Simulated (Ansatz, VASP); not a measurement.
**Two plane-wave programs on Rb**

Contents of INCAR:

```
SYSTEM = Rb
  PREC = Accurate
  ENCUT = 520
  EDIFF = 1E-7
  ISMEAR = 0
  SIGMA = 0.1
  LREAL = .False.
  LASPH = .True.
  NELM = 100
  ALGO = Normal
  ISIF = 2
  LWAVE = .False.
  LCHARG = .False.
  GGA = CA
  NBANDS = 10
```

KPOINTS

```
regular mesh
0
Gamma
  12 12 12
  0 0 0
```

Contents of POSCAR:

```
Rb
1.0
   -2.6355279735      2.6355279735      2.6355279735
    2.6355279735     -2.6355279735      2.6355279735
    2.6355279735      2.6355279735     -2.6355279735
Rb
1
Direct
    0.0000000000      0.0000000000      0.0000000000
```

Input for Ansatz:

```yaml
crystal:
  lattice:
    - [-2.6355279735, 2.6355279735, 2.6355279735]
    - [2.6355279735, -2.6355279735, 2.6355279735]
    - [2.6355279735, 2.6355279735, -2.6355279735]
  atoms:
    - { symbol: Rb, position: [0.0, 0.0, 0.0] }
basis:
  ecutwfc: 420
kpoints:
  mp_grid: { grid: [12, 12, 12] }
hamiltonian:
  xc: lda
  pseudopotentials: { kind: paw }
scf:
  occupations: { method: gaussian, width: 0.1 }
output:
  forces: true
  stress: true
  eigenvalues: true
```

Alike in both runs: task single point; functional LDA; k mesh 12 × 12 × 12; occupations gaussian, width 0.1 eV; no spin polarisation.

```csv
,VASP,Ansatz
version,VASP 6.6.1,Ansatz 0.2.0
potentials or method,"VASP PAW LDA potentials, release 64 (Rb_sv), cutoff 520 eV","scalar-relativistic, plane waves, PAW"
valence electrons in the cell,9,9
```

```csv
,VASP,Ansatz,Ansatz less VASP
gap on the k mesh at the Fermi level (eV),none,none,-
pressure (GPa),0.2,0.2,0.00
```

LDA's correlation is that of Perdew and Zunger in VASP and of Perdew and Wang (1992) in Ansatz. A gap of «none» marks a metal or a gap that the smearing closes.
